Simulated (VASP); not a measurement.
Write the native input for VASP 6.6.1 that does the following.

```yaml
Task: single point
Functional: r2SCAN
Potentials_or_basis: VASP PAW PBE potentials, release 64 (Zn, S)
Cutoff: 520 eV
k_mesh: 7 × 7 × 3
Occupations: gaussian, width 0.05 eV
Spin: no spin polarisation
Dipole_correction: no
Further_INCAR_settings: ALGO = Normal; EDIFF = 1e-07; NBANDS = 36; ISYM = 0
```

The system is ZnS.

```xyz
6
Lattice="2.7046 -2.7046 0.0000 2.7046 0.0000 -2.7046 6.7616 4.0570 5.4093" Properties=species:S:1:pos:R:3 pbc="T T T"
Zn    4.2825   -1.1268   -1.1268
Zn    4.2825    4.2825    4.2825
Zn    4.2825    1.5779    1.5779
S     8.3395    2.9302    2.9302
S     8.3395    0.2256    0.2256
S     2.9302    0.2256    0.2256
```

The input as run:

POSCAR

```
ZnS
1.0
    2.7046500000     -2.7046500000      0.0000000000
    2.7046500000      0.0000000000     -2.7046500000
    6.7616250000      4.0569750000      5.4093000000
Zn S
3 3
Direct
    0.6041500000      0.6666666667      0.1250333333
   -0.3958500000      0.0000000000      0.7917000000
    0.1041500000      0.3333333333      0.4583666667
    0.2291500000      0.6666666667      0.8750333333
    0.7291500000      1.0000000000      0.5417000000
    0.2291500000      0.3333333333      0.2083666667
```

INCAR.step1

```
SYSTEM = ZnS
PREC = Accurate ; ENCUT = 520
ISMEAR = 0 ; SIGMA = 0.05
LREAL = .FALSE. ; LASPH = .TRUE.
NELM = 100 ; ISYM = 0
NBANDS = 36 ; GGA = PE
ALGO = Normal ; EDIFF = 1E-4
LWAVE = .TRUE. ; LCHARG = .FALSE.
```

INCAR.step2

```
SYSTEM = ZnS
PREC = Accurate ; ENCUT = 520
EDIFF = 1E-7 ; ISMEAR = 0
SIGMA = 0.05 ; LREAL = .FALSE.
LASPH = .TRUE. ; NELM = 100
ALGO = Normal ; ISIF = 2
LWAVE = .FALSE. ; LCHARG = .FALSE.
METAGGA = R2SCAN ; LMIXTAU = .TRUE.
ISYM = 0 ; NBANDS = 36
ISTART = 1
```

KPOINTS

```
regular mesh
0
G
  7 7 3
  0 0 0
```

Potentials or basis: VASP PAW PBE potentials, release 64 (Zn, S).

Launch:

```sh
$ cat potpaw_PBE.64/Zn/POTCAR potpaw_PBE.64/S/POTCAR > POTCAR
$ cp INCAR.step1 INCAR
$ mpirun -np 1 vasp_std > vasp.out
$ cp INCAR.step2 INCAR
$ mpirun -np 1 vasp_std > vasp.out
```

It gave:

The pressure is -1.5 GPa. The largest force is 0.299 eV/Å and the band gap on the k mesh is 1.86 eV.

Caveat: the PAW data sets were made with another functional, which shifts forces and pressure a little.

Run time: 12 min on 1 thread of Intel(R) Xeon(R) Platinum 8488C (Sapphire Rapids), with other jobs on the host, peak memory 0.4 GiB.
